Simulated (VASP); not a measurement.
Crystal: P.

```
CELL_PARAMETERS angstrom
1.65820 -5.24200 0.00000
1.65820 5.24200 0.00000
0.00000 0.00000 4.37930
ATOMIC_POSITIONS crystal
P 0.89838 0.10162 0.08068
P 0.60162 0.39838 0.58068
P 0.10162 0.89838 0.91932
P 0.39838 0.60162 0.41932
```

```yaml
Program: VASP 6.6.1
Task: relaxation of cell and atoms
Functional: PBE
Potentials_or_basis: VASP PAW PBE potentials, release 64 (P)
Cutoff: 600 eV
k_mesh: 9 × 9 × 9
Occupations: gaussian, width 0.02 eV
Spin: no spin polarisation
```

At the start: pressure 1.8 GPa; volume 19.03 Å³/atom.

Question: Where does the relaxation end?

Answer: Over 59 steps the energy falls by 10.1 meV/atom and the volume is 21.35 Å³/atom (+12.2 %); space group Cmce (No. 64, to 0.1 Å) before and after.

The path:
```
step  energy change (eV)  largest force (eV/Å)  pressure (GPa)  volume (Å³)
   1              0.0000                0.0598            1.76        76.13
   3             -0.0095                0.1519            0.03        77.73
   5             -0.0233                0.1696            0.22        79.55
   7             -0.0262                0.2624            0.44        80.81
   9             -0.0333                0.1762            0.24        81.92
  11             -0.0389                0.0172           -0.08        84.01
  13             -0.0394                0.0102            0.06        84.39
  15             -0.0395                0.0238            0.15        84.57
  17             -0.0398                0.0252           -0.08        85.24
  19             -0.0401                0.0154           -0.01        85.48
  21             -0.0402                0.0140            0.03        85.59
  23             -0.0402                0.0006           -0.03        85.63
  25             -0.0402                0.0036           -0.03        85.62
  27             -0.0402                0.0036            0.00        85.55
  29             -0.0402                0.0049           -0.02        85.49
  31             -0.0402                0.0012            0.00        85.52
  33             -0.0402                0.0025           -0.02        85.51
  35             -0.0402                0.0019           -0.01        85.49
  37             -0.0402                0.0027            0.00        85.43
  39             -0.0402                0.0011            0.00        85.46
  41             -0.0402                0.0015           -0.01        85.45
  43             -0.0402                0.0017            0.00        85.44
  45             -0.0402                0.0045            0.00        85.42
  47             -0.0402                0.0018           -0.01        85.40
  49             -0.0402                0.0019            0.00        85.39
  51             -0.0402                0.0017            0.01        85.40
  53             -0.0402                0.0011            0.00        85.39
  55             -0.0402                0.0062            0.01        85.38
  57             -0.0402                0.0030            0.01        85.39
  59             -0.0402                0.0018            0.00        85.39
```

Final structure:
```yaml
crystal:
  lattice:
    - [1.65313, -5.66050, 0.00000]
    - [1.65313, 5.66050, 0.00000]
    - [0.00000, 0.00000, 4.56256]
  atoms:
    - { symbol: P, position: [0.90652, 0.09348, 0.08690] }
    - { symbol: P, position: [0.59348, 0.40652, 0.58690] }
    - { symbol: P, position: [0.09348, 0.90652, 0.91310] }
    - { symbol: P, position: [0.40652, 0.59348, 0.41310] }
```
